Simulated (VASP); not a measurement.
A run of VASP 6.6.1 is set up as follows.

POSCAR

```
ZrS
1.0
    0.0000000000      2.6250000000      2.6250000000
    2.6250000000      0.0000000000      2.6250000000
    2.6250000000      2.6250000000      0.0000000000
Zr S
1 1
Direct
    0.0000000000      0.0000000000      0.0000000000
    0.5000000000      0.5000000000      0.5000000000
```

Contents of INCAR.step1:

```
PREC = Accurate
ENCUT = 600
ISMEAR = 0
SIGMA = 0.1
LREAL = False
LASPH = True
NELM = 100
GGA = PE
ALGO = Normal
EDIFF = 1E-4
LWAVE = True
LCHARG = False
```

Contents of INCAR.step2:

```
PREC = Accurate
ENCUT = 600
EDIFF = 1E-6
ISMEAR = 0
SIGMA = 0.1
LREAL = False
LASPH = True
NELM = 100
ALGO = Normal
ISIF = 3
LWAVE = False
LCHARG = False
METAGGA = R2SCAN
LMIXTAU = True
IBRION = 2
NSW = 80
EDIFFG = -0.01
ISTART = 1
```

Contents of KPOINTS:

```
regular mesh
0
Gamma
  4 4 4
```

Potentials or basis: VASP PAW PBE potentials, release 64 (Zr_sv, S).

Launch:

```console
$ cat potpaw_PBE.64/Zr_sv/POTCAR potpaw_PBE.64/S/POTCAR > POTCAR
$ cp INCAR.step1 INCAR
$ mpirun -np 1 vasp_std > vasp.out
$ cp INCAR.step2 INCAR
$ mpirun -np 1 vasp_std > vasp.out
```

Question: Predict the relaxed cell.

Answer: a = 3.690 Å, b = 3.690 Å, c = 3.690 Å, α = 60.00°, β = 60.00°, γ = 60.00°.

Question: What does it give for the space group after relaxing (to 0.05 Å)?

Answer: Fm-3m (No. 225).

Question: What does it give for the relaxed volume?

Answer: 17.77 Å³/atom.

Step by step:
```csv
step,energy change (eV),largest force (eV/Å),pressure (GPa),volume (Å³)
1,0.0000,0.0000,-2.39,36.18
2,0.0025,0.0000,3.18,34.78
3,-0.0048,0.0000,-0.02,35.54
```

Caveat: the k points lie up to 0.52 Å⁻¹ apart in the final cell; the PAW data sets were made with another functional, which shifts forces and pressure a little.
